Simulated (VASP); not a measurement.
## Be: single point with PBEsol

Crystal: Be.

```
Be
1.0
     0.00000    2.39550    2.39550
     2.39550    0.00000    2.39550
     2.39550    2.39550    0.00000
Be
2
Cartesian
  -0.5989 -0.5989 -0.5989
  0.5989 0.5989 0.5989
```

This cell differs from its parent crystal: volume scaled by 0.95.

- Program: VASP 6.6.1
- Task: single point
- Functional: PBEsol
- Potentials or basis: VASP PAW PBE potentials, release 64 (Be)
- Cutoff: 600 eV
- k mesh: 15 × 15 × 15
- Occupations: fermi-dirac, width 0.05 eV
- Spin: no spin polarisation
- Dipole correction: no
- Further INCAR settings: ALGO = Normal; EDIFF = 1e-06; NBANDS = 9

```yaml
Pressure: 2.7 GPa
Band_gap_on_the_k_mesh: zero (band 2 reaches 7.15 eV, above the bottom of band 3 at 0.53 eV)
```

Levels at points of the mesh, in eV from the Fermi level:
| k point | band 1 | band 2 | band 3 | band 4 | band 5 |
| --- | --- | --- | --- | --- | --- |
| (0.00, 0.00, 0.00) | -7.58 | 5.00 | 5.00 | 5.00 | 7.57 |

It took 36 s on 1 thread of Intel Xeon 8259CL, on a shared host, peak memory 0.17 GiB.

Caveat: the PAW data sets were made with another functional, which shifts forces and pressure a little.
